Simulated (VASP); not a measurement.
# MoS2 in VASP: settings compared

Aim: see how the results for MoS2 move with the level of theory and the settings. Levels: PBE+D4, PBE+D3(BJ), PBE. Tasks: single point.

Program: VASP 6.6.1. These are calculated values, not measurements. Logs are shortened: lines on timing, memory, paths and dates and some standing lists are left out, and cuts for length are marked.

## 1. The cell of the first run

The cell holds a slab with vacuum, 3 atoms: a = 3.154 Å, b = 3.154 Å, c = 17.332 Å, α = 90.00°, β = 90.00°, γ = 120.00°.

## 2. Single point, PBE+D4

INCAR

```
  PREC = Accurate
  ENCUT = 520
  EDIFF = 1E-6
  ISMEAR = -1
  SIGMA = 0.05
  LREAL = F
  LASPH = T
  NELM = 80
  ALGO = Normal
  ISIF = 2
  LWAVE = F
  LCHARG = F
  GGA = PE
  IVDW = 13
  NBANDS = 20
```

KPOINTS

```
Automatic mesh
0
Gamma
  10 10 2
```

POSCAR

```
MoS2
1.0
    3.1544907766      0.0000000000      0.0000000000
   -1.5772453883      2.7318691486      0.0000000000
    0.0000000000      0.0000000000     17.3324379253
Mo S
1 2
Direct
    0.0000000000      0.0000000000      0.0000000000
    0.3333333333      0.6666666667      0.9096773930
    0.3333333333      0.6666666667      0.0903226070
```

Potentials or basis: VASP PAW PBE potentials, release 64 (Mo_sv, S).

Command:

```console
> cat potpaw_PBE.64/Mo_sv/POTCAR potpaw_PBE.64/S/POTCAR > POTCAR
> mpirun -np 1 vasp_std > vasp.out
```

OUTCAR:

```text
PREC = Accurate
   ENCUT = 520
   EDIFF = 1E-6
   ISMEAR = -1
   LREAL = F
   LASPH = T
   NELM = 80
   ISIF = 2
   GGA = PE
   IVDW = 13

 ion  position               nearest neighbor table
   1  0.000  0.000  0.000-   2 2.40   3 2.40   2 2.40   3 2.40   2 2.40   3 2.40
   2  0.333  0.667  0.910-   1 2.40   1 2.40   1 2.40
   3  0.333  0.667  0.090-   1 2.40   1 2.40   1 2.40

  LATTYP: Found a hexagonal cell.
 ALAT       =     3.1544907766
 C/A-ratio  =     5.4945280087

  Lattice vectors:

 A1 = (   3.1544907766,   0.0000000000,   0.0000000000)
 A2 = (  -1.5772453883,   2.7318691486,   0.0000000000)
 A3 = (   0.0000000000,   0.0000000000,  17.3324379253)

Analysis of symmetry for initial positions (statically):
=====================================================================
 Subroutine PRICEL returns:
 Original cell was already a primitive cell.

 Routine SETGRP: Setting up the symmetry group for a
 hexagonal supercell.

 Subroutine GETGRP returns: Found 12 space group operations
 (whereof 12 operations were pure point group operations)
 out of a pool of 24 trial point group operations.

The static configuration has the point symmetry D_3h.

Analysis of symmetry for dynamics (positions and initial velocities):
=====================================================================
 Subroutine PRICEL returns:
 Original cell was already a primitive cell.

 Routine SETGRP: Setting up the symmetry group for a
 hexagonal supercell.

 Subroutine GETGRP returns: Found 12 space group operations
 (whereof 12 operations were pure point group operations)
 out of a pool of 24 trial point group operations.

The dynamic configuration has the point symmetry D_3h.

 Subroutine INISYM returns: Found 12 space group operations
 (whereof 12 operations are pure point group operations),
 and found     1 'primitive' translations

----------------------------------------------------------------------------------------

                                     Primitive cell

  volume of cell :     149.3650

  direct lattice vectors                    reciprocal lattice vectors
     3.154490777  0.000000000  0.000000000     0.317008377  0.183024872  0.000000000
    -1.577245388  2.731869149  0.000000000     0.000000000  0.366049743  0.000000000
     0.000000000  0.000000000 17.332437925     0.000000000  0.000000000  0.057695288

  length of vectors
     3.154490777  3.154490777 17.332437925     0.366049743  0.366049743  0.057695288

  position of ions in fractional coordinates (direct lattice)
     0.000000000  0.000000000  0.000000000
     0.333333333  0.666666667  0.909677393
     0.333333333  0.666666667  0.090322607

  ion indices of the primitive-cell ions
   primitive index   ion index
                 1           1
                 2           2
                 3           3

----------------------------------------------------------------------------------------

 KPOINTS: Automatic mesh

Automatic generation of k-mesh.
 Grid dimensions read from file:
 generate k-points for:   10   10    2

 Generating k-lattice:

  Cartesian coordinates                     Fractional coordinates (reciprocal lattice)
     0.031700838  0.018302487  0.000000000     0.100000000  0.000000000  0.000000000
     0.000000000  0.036604974  0.000000000     0.000000000  0.100000000  0.000000000
     0.000000000  0.000000000  0.028847644     0.000000000  0.000000000  0.500000000

  Length of vectors
     0.036604974  0.036604974  0.028847644

  Shift w.r.t. Gamma in fractional coordinates (k-lattice)
     0.000000000  0.000000000  0.000000000

 Subroutine IBZKPT returns following result:
 ===========================================

 Found     28 irreducible k-points:

 Following reciprocal coordinates:
            Coordinates               Weight
  0.000000  0.000000  0.000000      1.000000
  0.100000  0.000000  0.000000      6.000000
  0.200000  0.000000  0.000000      6.000000
  0.300000 -0.000000  0.000000      6.000000
  0.400000 -0.000000  0.000000      6.000000
  0.500000  0.000000  0.000000      3.000000
[... 16 lines left out ...]
  0.300000  0.100000  0.500000     12.000000
  0.400000  0.100000  0.500000     12.000000
 [... further k-points ...]
   k-points           NKPTS =     28   k-points in BZ     NKDIM =     28   number of bands    NBANDS=     20
   number of dos      NEDOS =    301   number of ions     NIONS =      3
   total plane-waves  NPLWV =  80640
   dimension x,y,z NGX =    24 NGY =   24 NGZ =  140
   dimension x,y,z NGXF=    48 NGYF=   48 NGZF=  280
   ions per type =               1   2
   NGX,Y,Z   is equivalent  to a cutoff of  12.65, 12.65, 13.43 a.u.
   NGXF,Y,Z  is equivalent  to a cutoff of  25.30, 25.30, 26.86 a.u.
 SYSTEM =  unknown system
   PREC   = accura    normal or accurate (medium, high low for compatibility)
   ISTART =      0    job   : 0-new  1-cont  2-samecut
   ICHARG =      2    charge: 1-file 2-atom 10-const
   ISPIN  =      1    spin polarized calculation?
   LNONCOLLINEAR =      F non collinear calculations
   LSORBIT =      F    spin-orbit coupling
   LASPH  =      T    aspherical Exc in radial PAW
   ENCUT  =  520.0 eV  38.22 Ry    6.18 a.u.   5.87  5.87 32.23*2*pi/ulx,y,z
   NELM   =     80;   NELMIN=  2; NELMDL= -5     # of ELM steps
   EDIFF  = 0.1E-05   stopping-criterion for ELM
   LREAL  =      F    real-space projection
   EDIFFG = 0.1E-04   stopping-criterion for IOM
   NSW    =      0    number of steps for IOM
   IBRION =     -1    ionic relax: 0-MD 1-quasi-New 2-CG
   NFREE  =      0    steps in history (QN), initial steepest desc. (CG)
   ISIF   =      2    stress and relaxation
   ISYM   =      2    0-nonsym 1-usesym 2-fastsym
   POTIM  = 0.5000    time-step for ionic-motion
   TEBEG  =    0.0;   TEEND  =   0.0 temperature during run
   PSTRESS=    0.0 pullay stress
   NELECT =      26.0000    total number of electrons
   NUPDOWN=      -1.0000    fix difference up-down
   EMIN   =  10.00;   EMAX   =-10.00  energy-range for DOS
   EFERMI =   0.00;   METHOD = LEGACY
   ISMEAR =    -1;   SIGMA  =   0.05  broadening in eV -4-tet -1-fermi 0-gaus
   EFERMI_NEDOS =   21; number of points for ismear=-14 and -15
   IALGO  =     38    algorithm
   IMIX   =      4    mixing-type and parameters
     AMIX     =   0.40;   BMIX     =  1.00
     AMIX_MAG =   1.60;   BMIX_MAG =  1.00
  volume/ion in A,a.u.               =      49.79       335.99
  Fermi-wavevector in a.u.,A,eV,Ry     =   0.914077  1.727356 11.368180  0.835538
  Thomas-Fermi vector in A             =   2.038663
   LORBIT       =      0    0 simple, 1 ext, 2 COOP (PROOUT), +10 PAW based schemes
   GGA     = PE    functional components
   LHFCALC =     F    Hartree Fock is set to
   AEXX    =    0.0000 exact exchange contribution
   IVDW    =    13    specifies the selected vdW correction
   LEPSILON=     F    determine dielectric tensor
   LRPA    =     F    only Hartree local field effects (RPA)
 non-spin polarized calculation
  energy-cutoff  :      520.00
  volume of cell :      149.36
 maximum number of plane-waves:      4048
 NGX is ok and might be reduce to    24
   NGX = 11   NGY = 11   NGZ = 65

 number of electron      25.9999999 magnetization

 Free energy of the ion-electron system (eV)
  ---------------------------------------------------
  ext. energy  EPLUGINS =         0.00000000
  ---------------------------------------------------
  free energy    TOTEN  =       -21.84383671 eV

  energy without entropy =      -21.84383671  energy(sigma->0) =      -21.84383671

 E-fermi :  -0.4231     XC(G=0):  -4.4462

 val. band max:       -1.4145241720   @ k =   0.0000   0.0000   0.0000
 cond. band min:       0.5747743082   @ k =   0.3000   0.3000   0.5000
 fundamental gap:      1.9892984803
 Fermi energy:        -0.4230579178

 k-point     1 :       0.0000    0.0000    0.0000
  band No.  band energies     occupation
      1     -62.1679      2.00000
      2     -36.3278      2.00000
      3     -36.0906      2.00000
      4     -36.0906      2.00000
      5     -15.4987      2.00000
      6     -14.1903      2.00000
[... 12 lines left out ...]
     19       4.3099      0.00000
     20       4.9923      0.00000

 k-point     2 :       0.1000    0.0000    0.0000
  band No.  band energies     occupation
      1     -62.1639      2.00000
      2     -36.3199      2.00000
      3     -36.1305      2.00000
      4     -36.0997      2.00000
      5     -15.3465      2.00000
      6     -14.1269      2.00000
[... 12 lines left out ...]
     19       4.5078      0.00000
     20       5.4553      0.00000

 k-point     3 :       0.2000    0.0000    0.0000
  band No.  band energies     occupation
      1     -62.1533      2.00000
      2     -36.2994      2.00000
      3     -36.2336      2.00000
      4     -36.1233      2.00000
      5     -14.9237      2.00000
      6     -13.9515      2.00000
[... 12 lines left out ...]
     19       5.0727      0.00000
     20       6.0747      0.00000

 k-point     4 :       0.3000   -0.0000    0.0000
  band No.  band energies     occupation
      1     -62.1403      2.00000
      2     -36.3589      2.00000
      3     -36.2739      2.00000
      4     -36.1523      2.00000
      5     -14.3365      2.00000
      6     -13.7116      2.00000
[... 12 lines left out ...]
     19       5.8867      0.00000
     20       6.7754      0.00000

 k-point     5 :       0.4000   -0.0000    0.0000
  band No.  band energies     occupation
      1     -62.1298      2.00000
      2     -36.4585      2.00000
      3     -36.2533      2.00000
      4     -36.1756      2.00000
      5     -13.7817      2.00000
      6     -13.4934      2.00000
[... 12 lines left out ...]
     19       6.4349      0.00000
     20       6.5364      0.00000
[... 353 lines left out ...]
      6     -14.0071      2.00000
[... 12 lines left out ...]
     19       4.8028      0.00000
     20       6.0423      0.00000

 k-point    22 :       0.2000    0.1000    0.5000
  band No.  band energies     occupation
      1     -62.1448      2.00000
      2     -36.3062      2.00000
      3     -36.2828      2.00000
      4     -36.1522      2.00000
      5     -14.5504      2.00000
      6     -13.7963      2.00000
[... 12 lines left out ...]
     19       5.4865      0.00000
     20       6.7404      0.00000

 k-point    23 :       0.3000    0.1000    0.5000
  band No.  band energies     occupation
      1     -62.1330      2.00000
      2     -36.4113      2.00000
      3     -36.2597      2.00000
      4     -36.1857      2.00000
      5     -13.9680      2.00000
      6     -13.5590      2.00000
[... 12 lines left out ...]
     19       6.4041      0.00000
     20       6.6870      0.00000

 k-point    24 :       0.4000    0.1000    0.5000
  band No.  band energies     occupation
      1     -62.1257      2.00000
      2     -36.4753      2.00000
      3     -36.2453      2.00000
      4     -36.2063      2.00000
      5     -13.5520      2.00000
      6     -13.3947      2.00000
[... 12 lines left out ...]
     19       7.1247      0.00000
     20       7.2273      0.00000

 [... further k-points ...]

------------------------ aborting loop because EDIFF is reached ----------------------------------------

  DFT-D4 for vdW energy calculation

  Edisp (eV):   -1.01297

  FORCE on cell =-STRESS in cart. coord.  units (eV):
  Direction    XX          YY          ZZ          XY          YZ          ZX
  --------------------------------------------------------------------------------------
  -------------------------------------------------------------------------------------
  Total      -0.03373    -0.03373    -0.06450     0.00000     0.00000     0.00000
  in kB      -0.36186    -0.36186    -0.69191     0.00000     0.00000     0.00000
  external pressure =       -0.47 kB  Pullay stress =        0.00 kB

 VOLUME and BASIS-vectors are now :
 -----------------------------------------------------------------------------
  energy-cutoff  :      520.00
  volume of cell :      149.36
      direct lattice vectors                 reciprocal lattice vectors
     3.154490777  0.000000000  0.000000000     0.317008377  0.183024872  0.000000000
    -1.577245388  2.731869149  0.000000000     0.000000000  0.366049743  0.000000000
     0.000000000  0.000000000 17.332437925     0.000000000  0.000000000  0.057695288

 POSITION                                       TOTAL-FORCE (eV/Angst)
 -----------------------------------------------------------------------------------
      0.00000      0.00000      0.00000        -0.000000     -0.000000      0.000000
     -0.00000      1.82125     15.76693         0.000000      0.000000      0.018898
     -0.00000      1.82125      1.56551         0.000000      0.000000     -0.018898
 -----------------------------------------------------------------------------------
    total drift:                                0.000000     -0.000000     -0.000000

  FREE ENERGIE OF THE ION-ELECTRON SYSTEM (eV)
  ---------------------------------------------------
  free  energy   TOTEN  =       -22.8568040858 eV

  energy  without entropy=      -22.8568040851  energy(sigma->0) =      -22.85680409
```

Wall time 69 s (1 thread of Intel Xeon 6975P-C (Granite Rapids), shared host); peak memory 0.29 GiB.

What came out:

- Free energy: -22.8568 eV
- Largest force: 0.019 eV/Å
- Band gap on the k mesh: 1.99 eV (least direct gap 2.03 eV)
- Dispersion energy per atom: -0.338 eV

Forces in eV/Å, atoms in the order of the input:
```
Mo   0.000  0.000  0.000
S    0.000  0.000  0.019
S    0.000  0.000 -0.019
```

Levels at points of the mesh, in eV from the valence-band top:
```tsv
k point	band 9	band 10	band 11	band 12	band 13	band 14	band 15	band 16	band 17	band 18
(0.00, 0.00, 0.00)	-2.50	-1.77	-1.38	-1.38	0.00	2.92	2.92	3.16	3.16	5.43
(0.50, 0.00, 0.00)	-4.04	-3.08	-1.86	-0.83	-0.57	2.43	2.93	4.01	4.46	6.30
(0.00, 0.00, 0.50)	-2.50	-1.77	-1.38	-1.38	0.00	2.92	2.92	3.16	3.16	5.54
(0.50, 0.00, 0.50)	-4.04	-3.08	-1.86	-0.83	-0.57	2.43	2.93	4.01	4.46	6.30
```

(Continued in part 2 of 2.)
